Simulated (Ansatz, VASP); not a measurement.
## Mg in VASP and in Ansatz

The input INCAR:

```
PREC = Accurate ; ENCUT = 520
EDIFF = 1E-6 ; ISMEAR = -1
SIGMA = 0.1 ; LREAL = F
LASPH = T ; NELM = 60
ALGO = Normal ; ISIF = 2
LWAVE = F ; LCHARG = T
GGA = PS ; LELF = T
LVHAR = T ; NBANDS = 7
```

File KPOINTS:

```
regular mesh
0
Gamma
  14 14 14
```

File POSCAR:

```
Mg
1.0
   -1.8240020781      1.8240020781      1.8240020781
    1.8240020781     -1.8240020781      1.8240020781
    1.8240020781      1.8240020781     -1.8240020781
Mg
1
Direct
    0.0000000000      0.0000000000      0.0000000000
```

Input for Ansatz:

```yaml
crystal:
  lattice:
    - [-1.8240020781, 1.8240020781, 1.8240020781]
    - [1.8240020781, -1.8240020781, 1.8240020781]
    - [1.8240020781, 1.8240020781, -1.8240020781]
  atoms:
    - { symbol: Mg, position: [0.0, 0.0, 0.0] }
hamiltonian:
  xc: pbesol
  pseudopotentials:
    kind: paw
    azcp:
      Mg: "pseudopotentials/Mg.paw.azcp"
basis:
  ecutwfc: 420
  fft_grid_basis: typed
kpoints:
  mp_grid: { grid: [14, 14, 14], shift: [0, 0, 0] }
magnetization:
  spin_polarized: false
scf:
  occupations: { method: fermi_dirac, width: 0.1 }
  lower_state_search: "off"
output:
  stress: true
```

Alike in both runs: task single point; functional PBEsol; k mesh 14 × 14 × 14; occupations fermi-dirac, width 0.1 eV; no spin polarisation.

```csv
,VASP,Ansatz
version,VASP 6.6.1,Ansatz 0.2.0
potentials or method,"VASP PAW PBE potentials, release 64 (Mg), cutoff 520 eV","plane waves (420 eV) with PAW, scalar-relativistic"
valence electrons in the cell,2,10
```

|  | VASP | Ansatz | Ansatz less VASP |
| --- | --- | --- | --- |
| pressure (GPa) | -2.4 | -2.4 | +0.07 |

VASP's potentials were made for PBE, not for PBEsol, and Ansatz warns of the same on its side. VASP's potentials hold 2 valence electrons a cell and Ansatz's 10, so a difference there can come from the potentials and not from the codes.
